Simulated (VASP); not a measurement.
A run of VASP 6.6.1:

INCAR

```
PREC = Accurate
ENCUT = 520
EDIFF = 1E-7
ISMEAR = -1
SIGMA = 0.05
LREAL = F
LASPH = T
NELM = 150
ALGO = Normal
ISIF = 2
LWAVE = F
LCHARG = F
ISPIN = 2
MAGMOM = 0.5 -0.5
LORBIT = 11
LMAXMIX = 4
GGA = CA
NBANDS = 21
```

File KPOINTS:

```
Automatic mesh
0
Gamma
  18 18 18
```

The input POSCAR:

```
Pd
1.0
    0.0000000000      2.5032500760      2.5032500760
    2.5032500760      0.0000000000      2.5032500760
    2.5032500760      2.5032500760      0.0000000000
Pd
2
Direct
    0.0000000000      0.0000000000      0.0000000000
    0.5000000000      0.5000000000      0.5000000000
```

Potentials or basis: VASP PAW LDA potentials, release 64 (Pd).

Launch:

```console
$ cat potpaw_LDA.64/Pd/POTCAR > POTCAR
$ mpirun -np 1 vasp_std > vasp.out
```

Hardware: 1 thread of Oxide Virtual Turin-like Processor (shared host).

Q: Estimate the wall time of this run.

A: Wall time 3.4 min on 1 thread of Oxide Virtual Turin-like Processor, with other jobs on the host, peak memory 0.24 GiB. Counts: scf iterations 13, k points 195.
